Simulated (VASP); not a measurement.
Wanted: the native input for a VASP 6.6.1 run.

| Item | Value |
| --- | --- |
| Task | single point |
| Functional | PBE |
| Potentials or basis | VASP PAW PBE potentials, release 64 (Si, O) |
| Cutoff | 520 eV |
| k mesh | 6 × 6 × 10 |
| Occupations | gaussian, width 0.05 eV |
| Spin | no spin polarisation |
| Dipole correction | no |
| Further INCAR settings | ALGO = Normal; EDIFF = 1e-06; NBANDS = 25 |

The structure of SiO2 lies in POSCAR:

```
SiO2
1.0
    4.3025500110      0.0000000000      0.0000000000
    0.0000000000      4.3025500110      0.0000000000
    0.0000000000      0.0000000000      2.8155887272
Si O
2 4
Direct
    0.5000000000      0.5000000000      0.5000000000
    0.0000000000      0.0000000000      0.0000000000
    0.6930127928      0.6930127928      0.0000000000
    0.1930127928      0.8069872072      0.5000000000
    0.3069872072      0.3069872072      0.0000000000
    0.8069872072      0.1930127928      0.5000000000
```

These files were run (other wordings do the same):

INCAR

```
SYSTEM = SiO2
PREC = Accurate
ENCUT = 520
EDIFF = 1E-6
ISMEAR = 0
SIGMA = 0.05
LREAL = .False.
LASPH = .True.
NELM = 100
ALGO = Normal
ISIF = 2
LWAVE = .False.
LCHARG = .True.
GGA = PE
LELF = .True.
LVHAR = .True.
NBANDS = 25
```

KPOINTS

```
regular mesh
0
Gamma
  6 6 10
  0 0 0
```

Potentials or basis: VASP PAW PBE potentials, release 64 (Si, O).

The run is started by

```console
$ cat potpaw_PBE.64/Si/POTCAR potpaw_PBE.64/O/POTCAR > POTCAR
$ mpirun -np 1 vasp_std > vasp.out
```

It gave:

The pressure is -20.4 GPa and the largest force is 0.189 eV/Å. The band gap on the k mesh is 3.63 eV.

Caveat: the cell stands under tension.

Run time: 20 s on 1 thread of Intel(R) Xeon(R) 6975P-C (Granite Rapids), with other jobs on the host, peak memory 0.19 GiB.
